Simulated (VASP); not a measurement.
Input of a VASP 6.6.1 run:

Contents of INCAR:

```
PREC     = Accurate       # precision mode
ENCUT    = 520            # plane-wave cutoff, eV
EDIFF    = 1E-6           # SCF threshold, eV
ISMEAR   = 1              # smearing method
SIGMA    = 0.025          # smearing width, eV
LREAL    = F              # projectors in reciprocal space
LASPH    = T              # aspherical terms in the spheres
NELM     = 150            # most SCF steps
ALGO     = Normal         # electronic algorithm
ISIF     = 2              # what is computed and relaxed
LWAVE    = F              # write WAVECAR
LCHARG   = F              # write CHGCAR
ISPIN    = 2              # spin polarisation
MAGMOM   = 1 0            # initial moments
LORBIT   = 11             # projections on sites
NUPDOWN  = 1.0            # fixed moment
GGA      = PS             # functional
IVDW     = 13             # dispersion correction
NBANDS   = 15             # bands
```

File KPOINTS:

```
regular mesh
0
Gamma
  9 9 9
```

File POSCAR:

```
BeS
1.0
    0.0000000000      2.4087243418      2.4087243418
    2.4087243418      0.0000000000      2.4087243418
    2.4087243418      2.4087243418      0.0000000000
S Be
1 1
Direct
    0.7500000000      0.7500000000      0.7500000000
    0.0000000000      0.0000000000      0.0000000000
```

Potentials or basis: VASP PAW PBE potentials, release 64 (S, Be).

Launch:

```bash
$ cat potpaw_PBE.64/S/POTCAR potpaw_PBE.64/Be/POTCAR > POTCAR
$ mpirun -np 1 vasp_std > vasp.out
```

Task: Estimate the dispersion energy per atom.

Result: -0.150 eV.

Task: Estimate the pressure.

Result: 1.3 GPa.

Caveat: the PAW data sets were made with another functional, which shifts forces and pressure a little; the total moment is fixed, so each spin has its own Fermi level.
